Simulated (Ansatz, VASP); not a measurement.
Pd: VASP beside Ansatz

INCAR

```
SYSTEM = Pd
  PREC = Accurate
  ENCUT = 520
  EDIFF = 1E-6
  ISMEAR = -1
  SIGMA = 0.1
  LREAL = .False.
  LASPH = .True.
  NELM = 80
  ALGO = Normal
  ISIF = 2
  LWAVE = .False.
  LCHARG = .False.
  GGA = B5
  ALDAX = 1.0
  AGGAX = 1.0
  AGGAC = 1.0
  ALDAC = 0.0
  NBANDS = 28
```

File KPOINTS:

```
Automatic mesh
0
Gamma
  14 14 4
  0 0 0
```

Contents of POSCAR:

```
Pd
1.0
    2.7634504525      0.0000000000      0.0000000000
   -1.3817252263      2.3932182940      0.0000000000
    0.0000000000      0.0000000000      9.1294384778
Pd
4
Direct
    0.0000000000      0.0000000000      0.0000000000
    1.0000000000      0.0000000000      0.5000000000
    0.3333333333      0.6666666667      0.2500000000
    0.6666666667      0.3333333333      0.7500000000
```

Input for Ansatz:

```yaml
crystal:
  lattice:
    - [2.7634504525, 0.0, 0.0]
    - [-1.3817252263, 2.393218294, 0.0]
    - [0.0, 0.0, 9.1294384778]
  atoms:
    - { symbol: Pd, position: [0.0, 0.0, 0.0] }
    - { symbol: Pd, position: [1.0, 0.0, 0.5] }
    - { symbol: Pd, position: [0.3333333333, 0.6666666667, 0.25] }
    - { symbol: Pd, position: [0.6666666667, 0.3333333333, 0.75] }
hamiltonian:
  xc: blyp
  pseudopotentials:
    kind: paw
    azcp:
      Pd: "pseudopotentials/Pd.paw.azcp"
basis:
  ecutwfc: 420
  fft_grid_basis: typed
kpoints:
  mp_grid: { grid: [14, 14, 4], shift: [0, 0, 0] }
magnetization:
  spin_polarized: false
scf:
  occupations: { method: fermi_dirac, width: 0.1 }
  lower_state_search: "off"
output:
  stress: true
```

Alike in both runs: task single point; functional BLYP; k mesh 14 × 14 × 4; occupations fermi-dirac, width 0.1 eV; no spin polarisation.

|  | VASP | Ansatz |
| --- | --- | --- |
| version | VASP 6.6.1 | Ansatz 0.2.0 |
| potentials or method | VASP PAW PBE potentials, release 64 (Pd), cutoff 520 eV | plane waves (420 eV) with PAW, scalar-relativistic |
| valence electrons in the cell | 40 | 72 |

|  | VASP | Ansatz | Ansatz less VASP |
| --- | --- | --- | --- |
| pressure (GPa) | 14.3 | 13.9 | -0.42 |
| traceless stress, the component that is largest in VASP (GPa) | -0.61 | -0.59 | +0.029 |

VASP's potentials were made for PBE, not for BLYP. With one functional, cell and mesh, what is left measures potentials, basis and numerics. VASP's potentials hold 40 valence electrons a cell and Ansatz's 72, so a difference there can come from the potentials and not from the codes.
